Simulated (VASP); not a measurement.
Here is a VASP 6.6.1 calculation.

INCAR

```
  PREC = Accurate
  ENCUT = 520
  EDIFF = 1E-7
  ISMEAR = -1
  SIGMA = 0.05
  LREAL = Auto
  LASPH = T
  NELM = 150
  ALGO = Normal
  ISIF = 2
  LWAVE = F
  LCHARG = F
  ISPIN = 2
  MAGMOM = 0 0 0 0 0 0 0.143 0.143 0.143 0.143 0.143 0.143 0 0 0.143
  LORBIT = 11
  GGA = PS
  IVDW = 13
  NBANDS = 78
  NELECT = 121.0
```

KPOINTS

```
Automatic mesh
0
Gamma
  2 2 2
  0.5 0.5 0.5
```

File POSCAR:

```
Ga6SiN8
1.0
    6.3654920000      0.0000000000      0.0000000000
    0.0000000000      5.5126780000      0.0000000000
    0.0000000000      0.0000000000      5.1856180000
Ga Si N
6 1 8
Direct
    0.0212730000      0.6658540000      0.5291880000
    0.7532540000      0.1645840000      0.4878730000
    0.0219660000      0.3166590000      0.9964300000
    0.5156610000      0.3417880000      0.9793250000
    0.2414270000      0.8275990000      0.0225370000
    0.7425050000      0.8231570000      0.9795700000
    0.4858740000      0.6524390000      0.5305750000
    0.0082360000      0.3282140000      0.3653990000
    0.4980410000      0.3536020000      0.3779390000
    0.2365230000      0.8090640000      0.3935060000
    0.7436890000      0.7998420000      0.3741960000
    0.2741550000      0.1755460000      0.8671550000
    0.9961960000      0.6679690000      0.8730170000
    0.7384670000      0.1603010000      0.8752030000
    0.4807080000      0.6748940000      0.8763140000
```

Potentials or basis: VASP PAW PBE potentials, release 64 (Ga_d, Si, N).

Command:

```bash
$ cat potpaw_PBE.64/Ga_d/POTCAR potpaw_PBE.64/Si/POTCAR potpaw_PBE.64/N/POTCAR > POTCAR
$ mpirun -np 1 vasp_std > vasp.out
```

Problem. Predict the largest force.

Solution. 5.197 eV/Å.

Problem. Estimate the net moment.

Solution. 1.69 μB per cell.

Forces on the atoms (eV/Å):
```
Ga  -3.348 -1.812 -1.573
Ga  -0.178 -0.691  0.339
Ga  -0.971  0.472 -0.510
Ga  -1.200 -0.016  1.617
Ga  -0.320  1.333 -0.239
Ga   0.241  0.471  1.398
Si   0.000  1.285 -2.699
N   -1.033  0.284  0.367
N    1.039  1.135  0.163
N    5.083  0.191 -1.066
N   -1.630  0.291  1.092
N   -1.362 -1.357  1.266
N    0.000 -0.588  2.373
N    2.581 -0.302 -0.571
N    1.098 -0.697 -1.958
```

Caveat: the k points lie up to 0.61 Å⁻¹ apart; the cell carries a net charge on a neutralising background, which shifts energy and pressure; the PAW data sets were made with another functional, which shifts forces and pressure a little.
